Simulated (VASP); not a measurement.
Wanted: the native input for a VASP 6.6.1 run.

```
Task                   : single point
Functional             : LDA
Potentials or basis    : VASP PAW LDA potentials, release 64 (Cd, F)
Cutoff                 : 520 eV
k mesh                 : 7 × 7 × 7
Occupations            : fermi-dirac, width 0.05 eV
Spin                   : non-collinear spin, zero start, spin-orbit coupling
Starting moments       : [[0.0, 0.0, 0.0], [0.0, 0.0, 0.0], [0.0, 0.0, 0.0]] μB
Dipole correction      : no
Further INCAR settings : ALGO = Normal; EDIFF = 1e-06; NBANDS = 39
```

The structure of CdF2 lies in POSCAR:

```
CdF2
1.0
    0.0000000000      2.6940000000      2.6940000000
    2.6940000000      0.0000000000      2.6940000000
    2.6940000000      2.6940000000      0.0000000000
Cd F
1 2
Direct
    0.0000000000      0.0000000000      0.0000000000
    0.7500000000      0.7500000000      0.7500000000
    0.2500000000      0.2500000000      0.2500000000
```

One way to write it, as run:

INCAR

```
PREC     = Accurate       # precision mode
ENCUT    = 520            # plane-wave cutoff, eV
EDIFF    = 1E-6           # SCF threshold, eV
ISMEAR   = -1             # smearing method
SIGMA    = 0.05           # smearing width, eV
LREAL    = False          # projectors in reciprocal space
LASPH    = True           # aspherical terms in the spheres
NELM     = 150            # most SCF steps
ALGO     = Normal         # electronic algorithm
ISIF     = 2              # what is computed and relaxed
LWAVE    = False          # write WAVECAR
LCHARG   = False          # write CHGCAR
MAGMOM   = 0 0 0 0 0 0 0 0 0 # initial moments
LORBIT   = 11             # projections on sites
LSORBIT  = True           # spin-orbit coupling
GGA_COMPAT= False        
LORBMOM  = True         
NBANDS   = 39             # bands
```

KPOINTS

```
Automatic mesh
0
Gamma
  7 7 7
```

Potentials or basis: VASP PAW LDA potentials, release 64 (Cd, F).

Launch:

```console
$ cat potpaw_LDA.64/Cd/POTCAR potpaw_LDA.64/F/POTCAR > POTCAR
$ mpirun -np 1 vasp_ncl > vasp.out
```

It gave:

- Pressure: -4.7 GPa
- Net moment: 0.00 μB per cell
- Valence electrons inside the program's atomic spheres: Cd 10.12; F 6.04

Caveat: the cell stands under tension.

Wall time 110 s on 1 thread of Intel Xeon 8259CL (shared host), peak memory 0.23 GiB.
